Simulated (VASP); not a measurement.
# GaSb (F-43m) in VASP: notebook

Aim: see how the results for GaSb move with the level of theory and the settings. Levels: r2SCAN, HSE06, PBE-based global hybrid with 75 % exact exchange, PBE-based screened hybrid with 10 % exact exchange. Tasks: single point.

All numbers are computed with VASP 6.6.1; they aren't measurements. Logs are shortened: lines on timing, memory, paths and dates and some standing lists are left out, and cuts for length are marked.

**1. The cell of the first run**

Symmetry: F-43m, No. 216, cubic system. The conventional cell has a = 6.132 Å, b = 6.132 Å, c = 6.132 Å, α = 90.00°, β = 90.00°, γ = 90.00°. Within 3.5 Å of Ga (site symmetry -43m) lie 4 Sb at 2.66 Å. Within 3.5 Å of Sb (site symmetry -43m) lie 4 Ga at 2.66 Å.

**2. Single point, r2SCAN, collinear spin, zero start**

POSCAR reads:

```
GaSb
1.0
    0.0000000000      3.0658788003      3.0658788003
    3.0658788003      0.0000000000      3.0658788003
    3.0658788003      3.0658788003      0.0000000000
Ga Sb
1 1
Direct
    0.0000000000      0.0000000000      0.0000000000
    0.2500000000      0.2500000000      0.2500000000
```

INCAR.step1 reads:

```
SYSTEM = GaSb
PREC = Accurate
ENCUT = 550
ISMEAR = -1
SIGMA = 0.02
LREAL = .FALSE.
LASPH = .TRUE.
NELM = 200
ISPIN = 2
MAGMOM = 0 0
NBANDS = 20
GGA = PE
ALGO = Normal
EDIFF = 1E-5
LWAVE = .TRUE.
LCHARG = .FALSE.
GGA_COMPAT = .FALSE.
```

INCAR.step2 reads:

```
SYSTEM = GaSb
PREC = Accurate
ENCUT = 550
EDIFF = 1E-6
ISMEAR = -1
SIGMA = 0.02
LREAL = .FALSE.
LASPH = .TRUE.
NELM = 200
ALGO = Normal
ISIF = 2
LWAVE = .FALSE.
LCHARG = .FALSE.
ISPIN = 2
MAGMOM = 0 0
LORBIT = 11
METAGGA = R2SCAN
LMIXTAU = .TRUE.
NBANDS = 20
ISTART = 1
GGA_COMPAT = .FALSE.
```

KPOINTS reads:

```
Automatic mesh
0
G
  6 6 6
  0 0 0
```

Potentials or basis: VASP PAW PBE potentials, release 64 (Ga_d, Sb).

Command:

```sh
cat potpaw_PBE.64/Ga_d/POTCAR potpaw_PBE.64/Sb/POTCAR > POTCAR
cp INCAR.step1 INCAR
mpirun -np 1 vasp_std > vasp.out
cp INCAR.step2 INCAR
mpirun -np 1 vasp_std > vasp.out
```

OUTCAR:

```text
SYSTEM = GaSb
   PREC = Accurate
   ENCUT = 550
   EDIFF = 1E-6
   ISMEAR = -1
   LREAL = .FALSE.
   LASPH = .TRUE.
   NELM = 200
   ISIF = 2
   ISPIN = 2
   LORBIT = 11
   METAGGA = R2SCAN
   ISTART = 1

 ion  position               nearest neighbor table
   1  0.000  0.000  0.000-   2 2.66   2 2.66   2 2.66   2 2.66
   2  0.250  0.250  0.250-   1 2.66   1 2.66   1 2.66   1 2.66

  LATTYP: Found a face centered cubic cell.
 ALAT       =     6.1317576006

  Lattice vectors:

 A1 = (   0.0000000000,   3.0658788003,   3.0658788003)
 A2 = (   3.0658788003,   0.0000000000,   3.0658788003)
 A3 = (   3.0658788003,   3.0658788003,   0.0000000000)

Analysis of symmetry for initial positions (statically):
=====================================================================
 Subroutine PRICEL returns:
 Original cell was already a primitive cell.

 Routine SETGRP: Setting up the symmetry group for a
 face centered cubic supercell.

 Subroutine GETGRP returns: Found 24 space group operations
 (whereof 24 operations were pure point group operations)
 out of a pool of 48 trial point group operations.

The static configuration has the point symmetry T_d .

Analysis of symmetry for dynamics (positions and initial velocities):
=====================================================================
 Subroutine PRICEL returns:
 Original cell was already a primitive cell.

 Routine SETGRP: Setting up the symmetry group for a
 face centered cubic supercell.

 Subroutine GETGRP returns: Found 24 space group operations
 (whereof 24 operations were pure point group operations)
 out of a pool of 48 trial point group operations.

The dynamic configuration has the point symmetry T_d .

Analysis of structural, dynamic, and magnetic symmetry:
=====================================================================
 Subroutine PRICEL returns:
 Original cell was already a primitive cell.

 Routine SETGRP: Setting up the symmetry group for a
 face centered cubic supercell.

 Subroutine GETGRP returns: Found 24 space group operations
 (whereof 24 operations were pure point group operations)
 out of a pool of 48 trial point group operations.

The overall configuration has the point symmetry T_d .

 Subroutine INISYM returns: Found 24 space group operations
 (whereof 24 operations are pure point group operations),
 and found     1 'primitive' translations

----------------------------------------------------------------------------------------

                                     Primitive cell

  volume of cell :      57.6361

  direct lattice vectors                    reciprocal lattice vectors
     0.000000000  3.065878800  3.065878800    -0.163085377  0.163085377  0.163085377
     3.065878800  0.000000000  3.065878800     0.163085377 -0.163085377  0.163085377
     3.065878800  3.065878800  0.000000000     0.163085377  0.163085377 -0.163085377

  length of vectors
     4.335807380  4.335807380  4.335807380     0.282472159  0.282472159  0.282472159

  position of ions in fractional coordinates (direct lattice)
     0.000000000  0.000000000  0.000000000
     0.250000000  0.250000000  0.250000000

  ion indices of the primitive-cell ions
   primitive index   ion index
                 1           1
                 2           2

----------------------------------------------------------------------------------------

 KPOINTS: Automatic mesh

Automatic generation of k-mesh.
 Grid dimensions read from file:
 generate k-points for:    6    6    6

 Generating k-lattice:

  Cartesian coordinates                     Fractional coordinates (reciprocal lattice)
    -0.027180896  0.027180896  0.027180896     0.166666667  0.000000000  0.000000000
     0.027180896 -0.027180896  0.027180896     0.000000000  0.166666667  0.000000000
     0.027180896  0.027180896 -0.027180896     0.000000000  0.000000000  0.166666667

  Length of vectors
     0.047078693  0.047078693  0.047078693

  Shift w.r.t. Gamma in fractional coordinates (k-lattice)
     0.000000000  0.000000000  0.000000000

 Subroutine IBZKPT returns following result:
 ===========================================

 Found     16 irreducible k-points:

 Following reciprocal coordinates:
            Coordinates               Weight
  0.000000  0.000000  0.000000      1.000000
  0.166667  0.000000  0.000000      8.000000
  0.333333  0.000000  0.000000      8.000000
  0.500000  0.000000  0.000000      4.000000
  0.166667  0.166667  0.000000      6.000000
  0.333333  0.166667  0.000000     24.000000
[... 8 lines left out ...]
 -0.333333  0.333333  0.166667     24.000000
 -0.333333  0.500000  0.166667     12.000000
   k-points           NKPTS =     16   k-points in BZ     NKDIM =     16   number of bands    NBANDS=     20
   number of dos      NEDOS =    301   number of ions     NIONS =      2
   total plane-waves  NPLWV =  46656
   dimension x,y,z NGX =    36 NGY =   36 NGZ =   36
   dimension x,y,z NGXF=    72 NGYF=   72 NGZF=   72
   ions per type =               1   1
   NGX,Y,Z   is equivalent  to a cutoff of  13.80, 13.80, 13.80 a.u.
   NGXF,Y,Z  is equivalent  to a cutoff of  27.61, 27.61, 27.61 a.u.
 SYSTEM =  GaSb
   PREC   = accura    normal or accurate (medium, high low for compatibility)
   ISTART =      1    job   : 0-new  1-cont  2-samecut
   ICHARG =      0    charge: 1-file 2-atom 10-const
   ISPIN  =      2    spin polarized calculation?
   LNONCOLLINEAR =      F non collinear calculations
   LSORBIT =      F    spin-orbit coupling
   LASPH  =      T    aspherical Exc in radial PAW
   ENCUT  =  550.0 eV  40.42 Ry    6.36 a.u.   8.29  8.29  8.29*2*pi/ulx,y,z
   NELM   =    200;   NELMIN=  2; NELMDL=  0     # of ELM steps
   EDIFF  = 0.1E-05   stopping-criterion for ELM
   LREAL  =      F    real-space projection
[... 7 lines left out ...]
   TEBEG  =    0.0;   TEEND  =   0.0 temperature during run
   PSTRESS=    0.0 pullay stress
   NELECT =      18.0000    total number of electrons
   NUPDOWN=      -1.0000    fix difference up-down
   EMIN   =  10.00;   EMAX   =-10.00  energy-range for DOS
   EFERMI =   0.00;   METHOD = LEGACY
   ISMEAR =    -1;   SIGMA  =   0.02  broadening in eV -4-tet -1-fermi 0-gaus
   EFERMI_NEDOS =   21; number of points for ismear=-14 and -15
   IALGO  =     38    algorithm
   IMIX   =      4    mixing-type and parameters
     AMIX     =   0.40;   BMIX     =  1.00
     AMIX_MAG =   1.60;   BMIX_MAG =  1.00
  volume/ion in A,a.u.               =      28.82       194.47
  Fermi-wavevector in a.u.,A,eV,Ry     =   1.110710  2.098938 16.785191  1.233677
  Thomas-Fermi vector in A             =   2.247265
   LORBIT       =     11    0 simple, 1 ext, 2 COOP (PROOUT), +10 PAW based schemes
   METAGGA = R2SCAN    functional components
   LHFCALC =     F    Hartree Fock is set to
   AEXX    =    0.0000 exact exchange contribution
   IVDW    =     0    specifies the selected vdW correction
   LEPSILON=     F    determine dielectric tensor
   LRPA    =     F    only Hartree local field effects (RPA)
 spin polarized calculation
  energy-cutoff  :      550.00
  volume of cell :       57.64
 maximum number of plane-waves:      1711
 NGX is ok and might be reduce to    36
   NGX = 17   NGY = 17   NGZ = 17

 number of electron      18.0000004 magnetization      -0.0000002

 number of electron      18.0000004 magnetization       0.0000000

 Free energy of the ion-electron system (eV)
  ---------------------------------------------------
  ext. energy  EPLUGINS =         0.00000000
  ---------------------------------------------------
  free energy    TOTEN  =       -37.57912231 eV

  energy without entropy =      -37.57912197  energy(sigma->0) =      -37.57912214

 E-fermi :   4.8314     XC(G=0):  -9.6867

 val. band max:        4.6215959503   @ k =   0.0000   0.0000   0.0000
 cond. band min:       5.0193062756   @ k =   0.0000   0.0000   0.0000
 fundamental gap:      0.3977103253
 Fermi energy:         4.8314375628

 spin component 1

 k-point     1 :       0.0000    0.0000    0.0000
  band No.  band energies     occupation
      1     -10.8724      1.00000
      2     -10.8724      1.00000
      3     -10.8724      1.00000
      4     -10.8168      1.00000
      5     -10.8168      1.00000
      6      -7.2608      1.00000
[... 12 lines left out ...]
     19      14.7173      0.00000
     20      17.3905      0.00000

 k-point     2 :       0.1667    0.0000    0.0000
  band No.  band energies     occupation
      1     -10.8798      1.00000
      2     -10.8691      1.00000
      3     -10.8691      1.00000
      4     -10.8171      1.00000
      5     -10.8171      1.00000
      6      -6.9655      1.00000
[... 12 lines left out ...]
     19      16.7688      0.00000
     20      19.3439      0.00000

 k-point     3 :       0.3333    0.0000    0.0000
  band No.  band energies     occupation
      1     -10.8943      1.00000
      2     -10.8633      1.00000
      3     -10.8633      1.00000
      4     -10.8170      1.00000
      5     -10.8170      1.00000
      6      -6.1777      1.00000
[... 12 lines left out ...]
     19      18.8534      0.00000
     20      20.0814      0.00000

 k-point     4 :       0.5000    0.0000    0.0000
  band No.  band energies     occupation
      1     -10.9013      1.00000
      2     -10.8608      1.00000
      3     -10.8608      1.00000
      4     -10.8165      1.00000
      5     -10.8165      1.00000
      6      -5.5566      1.00000
[... 242 lines left out ...]
     19      19.2131      0.00000
     20      19.4858      0.00000

 k-point    15 :      -0.3333    0.3333    0.1667
  band No.  band energies     occupation
      1     -10.9098      1.00000
      2     -10.8558      1.00000
      3     -10.8511      1.00000
      4     -10.8216      1.00000
      5     -10.8164      1.00000
      6      -4.9425      1.00000
[... 12 lines left out ...]
     19      19.8220      0.00000
     20      20.3681      0.00000

 k-point    16 :      -0.3333    0.5000    0.1667
  band No.  band energies     occupation
      1     -10.9147      1.00000
      2     -10.8521      1.00000
      3     -10.8475      1.00000
      4     -10.8250      1.00000
      5     -10.8148      1.00000
      6      -4.6425      1.00000
[... 12 lines left out ...]
     19      19.8544      0.00000
     20      19.8947      0.00000
 Fermi energy:         4.8314375628

 spin component 2

 k-point     1 :       0.0000    0.0000    0.0000
  band No.  band energies     occupation
      1     -10.8724      1.00000
      2     -10.8724      1.00000
      3     -10.8724      1.00000
      4     -10.8168      1.00000
      5     -10.8168      1.00000
      6      -7.2608      1.00000
[... 12 lines left out ...]
     19      14.7173      0.00000
     20      17.3905      0.00000

 k-point     2 :       0.1667    0.0000    0.0000
  band No.  band energies     occupation
      1     -10.8798      1.00000
      2     -10.8691      1.00000
      3     -10.8691      1.00000
      4     -10.8171      1.00000
      5     -10.8171      1.00000
      6      -6.9655      1.00000
[... 12 lines left out ...]
     19      16.7688      0.00000
     20      19.3439      0.00000

 k-point     3 :       0.3333    0.0000    0.0000
  band No.  band energies     occupation
      1     -10.8943      1.00000
      2     -10.8633      1.00000
      3     -10.8633      1.00000
      4     -10.8170      1.00000
      5     -10.8170      1.00000
      6      -6.1777      1.00000
[... 12 lines left out ...]
     19      18.8534      0.00000
     20      20.0808      0.00000

 k-point     4 :       0.5000    0.0000    0.0000
  band No.  band energies     occupation
      1     -10.9013      1.00000
      2     -10.8608      1.00000
      3     -10.8608      1.00000
      4     -10.8165      1.00000
      5     -10.8165      1.00000
      6      -5.5566      1.00000
[... 245 lines left out ...]
 k-point    15 :      -0.3333    0.3333    0.1667
  band No.  band energies     occupation
      1     -10.9098      1.00000
      2     -10.8558      1.00000
      3     -10.8511      1.00000
      4     -10.8216      1.00000
      5     -10.8164      1.00000
      6      -4.9425      1.00000
[... 12 lines left out ...]
     19      19.8220      0.00000
     20      20.3681      0.00000

 k-point    16 :      -0.3333    0.5000    0.1667
  band No.  band energies     occupation
      1     -10.9147      1.00000
      2     -10.8521      1.00000
      3     -10.8475      1.00000
      4     -10.8250      1.00000
      5     -10.8148      1.00000
      6      -4.6425      1.00000
[... 12 lines left out ...]
     19      19.8544      0.00000
     20      19.8947      0.00000

------------------------ aborting loop because EDIFF is reached ----------------------------------------

  FORCE on cell =-STRESS in cart. coord.  units (eV):
  Direction    XX          YY          ZZ          XY          YZ          ZX
  --------------------------------------------------------------------------------------
  -------------------------------------------------------------------------------------
  Total        0.0215946      0.0215946      0.0215946     -0.0000000     -0.0000000      0.0000000
  in kB        0.6002888      0.6002888      0.6002888     -0.0000000     -0.0000000      0.0000000
  external PRESSURE =       0.6002888 kB  Pullay stress =       0.0000000 kB

 VOLUME and BASIS-vectors are now :
 -----------------------------------------------------------------------------
  energy-cutoff  :      550.00
  volume of cell :       57.64
      direct lattice vectors                 reciprocal lattice vectors
     0.000000000  3.065878800  3.065878800    -0.163085377  0.163085377  0.163085377
     3.065878800  0.000000000  3.065878800     0.163085377 -0.163085377  0.163085377
     3.065878800  3.065878800  0.000000000     0.163085377  0.163085377 -0.163085377

 POSITION                                       TOTAL-FORCE (eV/Angst)
 -----------------------------------------------------------------------------------
      0.00000      0.00000      0.00000        -0.000000     -0.000000     -0.000000
      1.53294      1.53294      1.53294         0.000000      0.000000      0.000000
 -----------------------------------------------------------------------------------
    total drift:                                0.000000      0.000000      0.000000

  FREE ENERGIE OF THE ION-ELECTRON SYSTEM (eV)
  ---------------------------------------------------
  free  energy   TOTEN  =       -37.5791223091 eV

  energy  without entropy=      -37.5791219716  energy(sigma->0) =      -37.57912214

 total charge

# of ion       s       p       d       tot
------------------------------------------
    1        0.870   0.765   9.965  11.599
    2        1.102   1.360   0.028   2.489
--------------------------------------------------
tot          1.971   2.125   9.993  14.089

 magnetization (x)

# of ion       s       p       d       tot
------------------------------------------
    1        0.000   0.000  -0.000   0.000
    2       -0.000  -0.000   0.000  -0.000
--------------------------------------------------
tot          0.000   0.000  -0.000   0.000
```

It took 61 s on 1 thread of Intel Xeon 6975P-C (Granite Rapids), shared host; peak memory 0.27 GiB.

Results:

* Free energy: -37.5791 eV
* Pressure: 0.1 GPa
* Band gap on the k mesh: 0.40 eV
* Net moment: 0.00 μB per cell
* Valence electrons inside the program's atomic spheres: Ga 11.60; Sb 2.49

Levels at points of the mesh, in eV from the valence-band top:
Spin up:
| k point | band 5 | band 6 | band 7 | band 8 | band 9 | band 10 | band 11 | band 12 | band 13 | band 14 |
| --- | --- | --- | --- | --- | --- | --- | --- | --- | --- | --- |
| (0.00, 0.00, 0.00) | -15.44 | -11.88 | 0.00 | 0.00 | 0.00 | 0.40 | 2.98 | 2.98 | 2.98 | 6.34 |
| (0.50, 0.00, 0.00) | -15.44 | -10.18 | -6.55 | -1.20 | -1.20 | 0.67 | 4.01 | 4.01 | 6.92 | 9.93 |
| (0.50, 0.50, 0.00) | -15.43 | -9.30 | -7.02 | -2.67 | -2.67 | 1.12 | 1.49 | 9.22 | 9.22 | 10.73 |
Spin down:
```tsv
k point	band 5	band 6	band 7	band 8	band 9	band 10	band 11	band 12	band 13	band 14
(0.00, 0.00, 0.00)	-15.44	-11.88	0.00	0.00	0.00	0.40	2.98	2.98	2.98	6.34
(0.50, 0.00, 0.00)	-15.44	-10.18	-6.55	-1.20	-1.20	0.67	4.01	4.01	6.92	9.93
(0.50, 0.50, 0.00)	-15.43	-9.30	-7.02	-2.67	-2.67	1.12	1.49	9.22	9.22	10.73
```

Caveat: the PAW data sets were made with another functional, which shifts forces and pressure a little; spin-orbit coupling is left out, which moves the levels of the heavy elements. A k mesh can miss the band edges.

[end of part 1 of 3]
